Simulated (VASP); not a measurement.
# MoS2 (P-3m1) in VASP: settings compared

The runs below take MoS2 through single point, with revPBE, LDA.

Program: VASP 6.6.1. These are calculated values, not measurements. Logs are shortened: lines on timing, memory, paths and dates and some standing lists are left out, and cuts for length are marked.

## Step 1: The cell of the first run

Symmetry: P-3m1, No. 164, trigonal system. Conventional cell: a = 3.227 Å, b = 3.227 Å, c = 6.312 Å, α = 90.00°, β = 90.00°, γ = 120.00°. Mo (site symmetry -3m) has 6 S at 2.42 Å and 6 Mo at 3.23 Å within 3.3 Å. Within 3.3 Å of S (site symmetry 3m) lie 3 Mo at 2.42 Å and 6 S at 3.23 Å.

## Step 2: Single point, revPBE

The input, INCAR:

```
  PREC = Accurate
  ENCUT = 520
  EDIFF = 1E-7
  ISMEAR = -1
  SIGMA = 0.05
  LREAL = F
  LASPH = T
  NELM = 60
  ALGO = Normal
  ISIF = 2
  LWAVE = F
  LCHARG = F
  GGA = RE
  NBANDS = 20
```

The input, KPOINTS:

```
regular mesh
0
Gamma
  9 9 4
```

The input, POSCAR:

```
MoS2
1.0
    3.2274645616      0.0000000000      0.0000000000
   -1.6137322808      2.7950663001      0.0000000000
    0.0000000000      0.0000000000      6.3124734200
Mo S
1 2
Direct
    0.0000000000      0.0000000000      0.5000000000
    0.6666666667      0.3333333333      0.7446806800
    0.3333333333      0.6666666667      0.2553193200
```

Potentials or basis: VASP PAW PBE potentials, release 64 (Mo_sv, S).

On the command line:

```bash
$ cat potpaw_PBE.64/Mo_sv/POTCAR potpaw_PBE.64/S/POTCAR > POTCAR
$ mpirun -np 1 vasp_std > vasp.out
```

OUTCAR:

```text
PREC = Accurate
   ENCUT = 520
   EDIFF = 1E-7
   ISMEAR = -1
   LREAL = F
   LASPH = T
   NELM = 60
   ISIF = 2
   GGA = RE

 ion  position               nearest neighbor table
   1  0.000  0.000  0.500-   2 2.42   3 2.42   3 2.42   2 2.42   2 2.42   3 2.42
   2  0.667  0.333  0.745-   1 2.42   1 2.42   1 2.42
   3  0.333  0.667  0.255-   1 2.42   1 2.42   1 2.42

  LATTYP: Found a hexagonal cell.
 ALAT       =     3.2274645616
 C/A-ratio  =     1.9558614199

  Lattice vectors:

 A1 = (   3.2274645616,   0.0000000000,   0.0000000000)
 A2 = (  -1.6137322808,   2.7950663001,   0.0000000000)
 A3 = (   0.0000000000,   0.0000000000,   6.3124734200)

Analysis of symmetry for initial positions (statically):
=====================================================================
 Subroutine PRICEL returns:
 Original cell was already a primitive cell.

 Routine SETGRP: Setting up the symmetry group for a
 hexagonal supercell.

 Subroutine GETGRP returns: Found 12 space group operations
 (whereof 12 operations were pure point group operations)
 out of a pool of 24 trial point group operations.

The static configuration has the point symmetry D_3d.

Analysis of symmetry for dynamics (positions and initial velocities):
=====================================================================
 Subroutine PRICEL returns:
 Original cell was already a primitive cell.

 Routine SETGRP: Setting up the symmetry group for a
 hexagonal supercell.

 Subroutine GETGRP returns: Found 12 space group operations
 (whereof 12 operations were pure point group operations)
 out of a pool of 24 trial point group operations.

The dynamic configuration has the point symmetry D_3d.

 Subroutine INISYM returns: Found 12 space group operations
 (whereof 12 operations are pure point group operations),
 and found     1 'primitive' translations

----------------------------------------------------------------------------------------

                                     Primitive cell

  volume of cell :      56.9447

  direct lattice vectors                    reciprocal lattice vectors
     3.227464562  0.000000000  0.000000000     0.309840737  0.178886633  0.000000000
    -1.613732281  2.795066300  0.000000000     0.000000000  0.357773266  0.000000000
     0.000000000  0.000000000  6.312473420     0.000000000  0.000000000  0.158416509

  length of vectors
     3.227464562  3.227464562  6.312473420     0.357773266  0.357773266  0.158416509

  position of ions in fractional coordinates (direct lattice)
     0.000000000  0.000000000  0.500000000
     0.666666667  0.333333333  0.744680680
     0.333333333  0.666666667  0.255319320

  ion indices of the primitive-cell ions
   primitive index   ion index
                 1           1
                 2           2
                 3           3

----------------------------------------------------------------------------------------

 KPOINTS: regular mesh

Automatic generation of k-mesh.
 Grid dimensions read from file:
 generate k-points for:    9    9    4

 Generating k-lattice:

  Cartesian coordinates                     Fractional coordinates (reciprocal lattice)
     0.034426749  0.019876293  0.000000000     0.111111111  0.000000000  0.000000000
     0.000000000  0.039752585  0.000000000     0.000000000  0.111111111  0.000000000
     0.000000000  0.000000000  0.039604127     0.000000000  0.000000000  0.250000000

  Length of vectors
     0.039752585  0.039752585  0.039604127

  Shift w.r.t. Gamma in fractional coordinates (k-lattice)
     0.000000000  0.000000000  0.000000000

 Subroutine IBZKPT returns following result:
 ===========================================

 Found     43 irreducible k-points:

 Following reciprocal coordinates:
            Coordinates               Weight
  0.000000  0.000000  0.000000      1.000000
  0.111111  0.000000  0.000000      6.000000
  0.222222  0.000000  0.000000      6.000000
  0.333333  0.000000  0.000000      6.000000
  0.444444  0.000000  0.000000      6.000000
  0.111111  0.111111  0.000000      6.000000
[... 16 lines left out ...]
  0.222222  0.111111  0.250000     12.000000
 -0.111111  0.333333  0.250000     12.000000
 [... further k-points ...]
   k-points           NKPTS =     43   k-points in BZ     NKDIM =     43   number of bands    NBANDS=     20
   number of dos      NEDOS =    301   number of ions     NIONS =      3
   total plane-waves  NPLWV =  27648
   dimension x,y,z NGX =    24 NGY =   24 NGZ =   48
   dimension x,y,z NGXF=    48 NGYF=   48 NGZF=   96
   ions per type =               1   2
   NGX,Y,Z   is equivalent  to a cutoff of  12.36, 12.36, 12.64 a.u.
   NGXF,Y,Z  is equivalent  to a cutoff of  24.72, 24.72, 25.28 a.u.
 SYSTEM =  unknown system
   PREC   = accura    normal or accurate (medium, high low for compatibility)
   ISTART =      0    job   : 0-new  1-cont  2-samecut
   ICHARG =      2    charge: 1-file 2-atom 10-const
   ISPIN  =      1    spin polarized calculation?
   LNONCOLLINEAR =      F non collinear calculations
   LSORBIT =      F    spin-orbit coupling
   LASPH  =      T    aspherical Exc in radial PAW
   ENCUT  =  520.0 eV  38.22 Ry    6.18 a.u.   6.00  6.00 11.74*2*pi/ulx,y,z
   NELM   =     60;   NELMIN=  2; NELMDL= -5     # of ELM steps
   EDIFF  = 0.1E-06   stopping-criterion for ELM
   LREAL  =      F    real-space projection
   EDIFFG = 0.1E-05   stopping-criterion for IOM
   NSW    =      0    number of steps for IOM
   IBRION =     -1    ionic relax: 0-MD 1-quasi-New 2-CG
   NFREE  =      0    steps in history (QN), initial steepest desc. (CG)
   ISIF   =      2    stress and relaxation
   ISYM   =      2    0-nonsym 1-usesym 2-fastsym
   POTIM  = 0.5000    time-step for ionic-motion
   TEBEG  =    0.0;   TEEND  =   0.0 temperature during run
   PSTRESS=    0.0 pullay stress
   NELECT =      26.0000    total number of electrons
   NUPDOWN=      -1.0000    fix difference up-down
   EMIN   =  10.00;   EMAX   =-10.00  energy-range for DOS
   EFERMI =   0.00;   METHOD = LEGACY
   ISMEAR =    -1;   SIGMA  =   0.05  broadening in eV -4-tet -1-fermi 0-gaus
   EFERMI_NEDOS =   21; number of points for ismear=-14 and -15
   IALGO  =     38    algorithm
   IMIX   =      4    mixing-type and parameters
     AMIX     =   0.40;   BMIX     =  1.00
     AMIX_MAG =   1.60;   BMIX_MAG =  1.00
  volume/ion in A,a.u.               =      18.98       128.09
  Fermi-wavevector in a.u.,A,eV,Ry     =   1.260612  2.382212 21.621610  1.589144
  Thomas-Fermi vector in A             =   2.394113
   LORBIT       =      0    0 simple, 1 ext, 2 COOP (PROOUT), +10 PAW based schemes
   GGA     = RE    functional components
   LHFCALC =     F    Hartree Fock is set to
   AEXX    =    0.0000 exact exchange contribution
   IVDW    =     0    specifies the selected vdW correction
   LEPSILON=     F    determine dielectric tensor
   LRPA    =     F    only Hartree local field effects (RPA)
 non-spin polarized calculation
  energy-cutoff  :      520.00
  volume of cell :       56.94
 maximum number of plane-waves:      1557
   NGX = 13   NGY = 13   NGZ = 23

 number of electron      26.0000001 magnetization

 Free energy of the ion-electron system (eV)
  ---------------------------------------------------
  ext. energy  EPLUGINS =         0.00000000
  ---------------------------------------------------
  free energy    TOTEN  =       -19.93571162 eV

  energy without entropy =      -19.92689019  energy(sigma->0) =      -19.93130091

 E-fermi :   6.9855     XC(G=0): -10.3161

 val. band max:        6.9822264918   @ k =   0.1111   0.0000   0.0000
 cond. band min:       7.1523833551   @ k =  -0.1111   0.3333   0.2500
 fundamental gap:      0.1701568633
 Fermi energy:         6.9854963477

 k-point     1 :       0.0000    0.0000    0.0000
  band No.  band energies     occupation
      1     -54.8131      2.00000
      2     -28.8359      2.00000
      3     -28.8200      2.00000
      4     -28.8200      2.00000
      5      -7.8429      2.00000
      6      -6.4116      2.00000
[... 12 lines left out ...]
     19      13.3411      0.00000
     20      16.5602      0.00000

 k-point     2 :       0.1111    0.0000    0.0000
  band No.  band energies     occupation
      1     -54.8095      2.00000
      2     -28.8586      2.00000
      3     -28.8288      2.00000
      4     -28.8283      2.00000
      5      -7.6593      2.00000
      6      -6.3728      2.00000
[... 12 lines left out ...]
     19      13.9516      0.00000
     20      16.1199      0.00000

 k-point     3 :       0.2222    0.0000    0.0000
  band No.  band energies     occupation
      1     -54.8002      2.00000
      2     -28.9550      2.00000
      3     -28.8511      2.00000
      4     -28.8090      2.00000
      5      -7.1595      2.00000
      6      -6.2663      2.00000
[... 12 lines left out ...]
     19      14.7644      0.00000
     20      15.7301      0.00000

 k-point     4 :       0.3333    0.0000    0.0000
  band No.  band energies     occupation
      1     -54.7897      2.00000
      2     -29.0630      2.00000
      3     -28.8763      2.00000
      4     -28.7871      2.00000
      5      -6.5535      2.00000
      6      -6.0700      2.00000
[... 12 lines left out ...]
     19      14.1163      0.00000
     20      15.0049      0.00000

 k-point     5 :       0.4444    0.0000    0.0000
  band No.  band energies     occupation
      1     -54.7828      2.00000
      2     -29.1324      2.00000
      3     -28.8927      2.00000
      4     -28.7727      2.00000
      5      -6.2888      2.00000
      6      -5.6949      2.00000
[... 12 lines left out ...]
     19      13.8402      0.00000
     20      15.1639      0.00000
[... 353 lines left out ...]
      6      -5.6892      2.00000
[... 12 lines left out ...]
     19      13.4745      0.00000
     20      14.4070      0.00000

 k-point    22 :       0.1111    0.1111    0.2500
  band No.  band energies     occupation
      1     -54.8030      2.00000
      2     -28.9225      2.00000
      3     -28.8480      2.00000
      4     -28.8148      2.00000
      5      -7.2401      2.00000
      6      -6.4078      2.00000
[... 12 lines left out ...]
     19      15.2375      0.00000
     20      15.9145      0.00000

 k-point    23 :       0.2222    0.1111    0.2500
  band No.  band energies     occupation
      1     -54.7931      2.00000
      2     -29.0166      2.00000
      3     -28.8798      2.00000
      4     -28.7942      2.00000
      5      -6.7003      2.00000
      6      -6.2082      2.00000
[... 12 lines left out ...]
     19      14.8358      0.00000
     20      15.9725      0.00000

 k-point    24 :      -0.1111    0.3333    0.2500
  band No.  band energies     occupation
      1     -54.7931      2.00000
      2     -29.0166      2.00000
      3     -28.8798      2.00000
      4     -28.7942      2.00000
      5      -6.6473      2.00000
      6      -6.2742      2.00000
[... 12 lines left out ...]
     19      15.3030      0.00000
     20      15.4642      0.00000

 [... further k-points ...]

------------------------ aborting loop because EDIFF is reached ----------------------------------------

  FORCE on cell =-STRESS in cart. coord.  units (eV):
  Direction    XX          YY          ZZ          XY          YZ          ZX
  --------------------------------------------------------------------------------------
  -------------------------------------------------------------------------------------
  Total        0.6397242      0.6397242      1.6739683      0.0000000     -0.0000000      0.0000000
  in kB       17.9990758     17.9990758     47.0982379      0.0000000     -0.0000000      0.0000000
  external PRESSURE =      27.6987965 kB  Pullay stress =       0.0000000 kB

 VOLUME and BASIS-vectors are now :
 -----------------------------------------------------------------------------
  energy-cutoff  :      520.00
  volume of cell :       56.94
      direct lattice vectors                 reciprocal lattice vectors
     3.227464562  0.000000000  0.000000000     0.309840737  0.178886633  0.000000000
    -1.613732281  2.795066300  0.000000000     0.000000000  0.357773266  0.000000000
     0.000000000  0.000000000  6.312473420     0.000000000  0.000000000  0.158416509

 POSITION                                       TOTAL-FORCE (eV/Angst)
 -----------------------------------------------------------------------------------
      0.00000      0.00000      3.15624         0.000000      0.000000     -0.000000
      1.61373      0.93169      4.70078        -0.000000      0.000000      0.319002
     -0.00000      1.86338      1.61170         0.000000      0.000000     -0.319002
 -----------------------------------------------------------------------------------
    total drift:                                0.000000     -0.000000      0.000000

  FREE ENERGIE OF THE ION-ELECTRON SYSTEM (eV)
  ---------------------------------------------------
  free  energy   TOTEN  =       -19.9357116187 eV

  energy  without entropy=      -19.9268901932  energy(sigma->0) =      -19.93130091
```

It took 60 s on 1 thread of Intel Xeon 8259CL, shared host; peak memory 0.2 GiB.

Results:

* Free energy: -19.9357 eV
* Pressure: 2.8 GPa
* Largest force: 0.319 eV/Å
* Band gap on the k mesh: zero (bands 13 and 14 overlap by 1.05 eV)

Forces on the atoms (eV/Å):
```
Mo   0.000  0.000  0.000
S    0.000  0.000  0.319
S    0.000  0.000 -0.319
```

Stress tensor (GPa, compression positive):
```
1.80 0.00 0.00
0.00 1.80 0.00
0.00 0.00 4.71
```

Caveat: the PAW data sets were made with another functional, which shifts forces and pressure a little; this functional lacks dispersion, which binds the layers, so the pressure and a relaxed spacing across them are unreliable.

## Step 3: Single point, LDA

The input, INCAR:

```
PREC = Accurate
ENCUT = 520
EDIFF = 1E-6
ISMEAR = -1
SIGMA = 0.05
LREAL = F
LASPH = T
NELM = 100
ALGO = Normal
ISIF = 2
LWAVE = F
LCHARG = T
LELF = T
LVHAR = T
NBANDS = 20
```

KPOINTS is that of step 2.

POSCAR is that of step 2.

Potentials or basis: VASP PAW LDA potentials, release 64 (Mo_sv, S).

On the command line:

```bash
$ cat potpaw_LDA.64/Mo_sv/POTCAR potpaw_LDA.64/S/POTCAR > POTCAR
$ mpirun -np 1 vasp_std > vasp.out
```

Wall time 49 s (1 thread of Intel Xeon 8259CL, shared host); peak memory 0.18 GiB.

The run converged. Its results:

| Item | Value |
| --- | --- |
| Free energy | -23.5522 eV |
| Pressure | -5.9 GPa |
| Largest force | 0.132 eV/Å |
| Band gap on the k mesh | zero (bands 13 and 14 overlap by 0.97 eV) |

Forces in eV/Å, atoms in the order of the input:
```
Mo   0.000  0.000  0.000
S    0.000  0.000 -0.132
S    0.000  0.000  0.132
```

Stress tensor (GPa, compression positive):
```
-6.97  0.00  0.00
 0.00 -6.97  0.00
 0.00  0.00 -3.68
```

Levels at points of the mesh, in eV from the Fermi level:
| k point | band 9 | band 10 | band 11 | band 12 | band 13 | band 14 | band 15 | band 16 | band 17 | band 18 |
| --- | --- | --- | --- | --- | --- | --- | --- | --- | --- | --- |
| (0.00, 0.00, 0.00) | -4.02 | -1.79 | -1.09 | -0.95 | -0.95 | -0.28 | -0.28 | 3.21 | 3.21 | 6.01 |
| (0.00, 0.00, 0.50) | -4.01 | -3.61 | -0.96 | -0.96 | -0.35 | -0.35 | -0.05 | 3.37 | 3.37 | 6.00 |

Caveat: the cell stands under tension.

(Part 1 of 3 ends here.)
